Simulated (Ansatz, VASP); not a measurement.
**One calculation of HfO2, two programs**

Contents of INCAR:

```
SYSTEM = HfO2
PREC = Accurate
ENCUT = 520
EDIFF = 1E-6
ISMEAR = -1
SIGMA = 0.02
LREAL = .False.
LASPH = .True.
NELM = 100
ALGO = Normal
ISIF = 2
LWAVE = .False.
LCHARG = .False.
GGA = PE
IBRION = 2
NSW = 80
EDIFFG = -0.02
```

The input KPOINTS:

```
regular mesh
0
Gamma
  10 10 10
  0 0 0
```

The input POSCAR:

```
HfO2
1.0
    0.0000000000      2.6076597933      2.6076597933
    2.6076597933      0.0000000000      2.6076597933
    2.6076597933      2.6076597933      0.0000000000
Hf O
1 2
Direct
    0.0000000000      0.0000000000      0.0000000000
    0.2500000000      0.2500000000      0.2500000000
    0.7500000000      0.7500000000      0.7500000000
```

Input for Ansatz:

```yaml
crystal:
  lattice:
    - [0.0, 2.6076597933, 2.6076597933]
    - [2.6076597933, 0.0, 2.6076597933]
    - [2.6076597933, 2.6076597933, 0.0]
  atoms:
    - { symbol: Hf, position: [0.0, 0.0, 0.0] }
    - { symbol: O, position: [0.25, 0.25, 0.25] }
    - { symbol: O, position: [0.75, 0.75, 0.75] }
kpoints:
  mp_grid: { grid: [10, 10, 10] }
scf:
  occupations: { method: fermi_dirac, width: 0.02 }
hamiltonian:
  xc: pbe
  pseudopotentials: { kind: paw }
output:
  forces: true
  stress: true
  populations: true
  efg:
    quadrupole_moments_barn: { Hf: 3.365, O: -0.02558 }
    contact_densities: true
relax:
  f_tol: 0.02
  max_steps: 60
```

Change from the starting cell: volume scaled by 1.06, ions relaxed.

Alike in both runs: task relaxation of the atoms; functional PBE; k mesh 10 × 10 × 10; occupations fermi-dirac, width 0.02 eV; no spin polarisation.

|  | VASP | Ansatz |
| --- | --- | --- |
| version | VASP 6.6.1 | Ansatz 0.2.0 |
| potentials or method | VASP PAW PBE potentials, release 64 (Hf_pv, O) | plane-wave PAW, scalar-relativistic |
| plane-wave cutoff (eV) | 520 | 420 |
| valence electrons in the cell | 22 | 38 |

```tsv
	VASP	Ansatz	Ansatz less VASP
gap on the k mesh at the Fermi level, each at its own relaxed structure (eV)	3.57	3.57	+0.006
```

VASP's potentials hold 22 valence electrons a cell and Ansatz's 38, so a difference there can come from the potentials and not from the codes. Ansatz's warnings: stress scf threshold loose.

Spin-orbit coupling is off throughout. Noted on VASP's run: the relaxation stopped at its first step, so nothing moved.
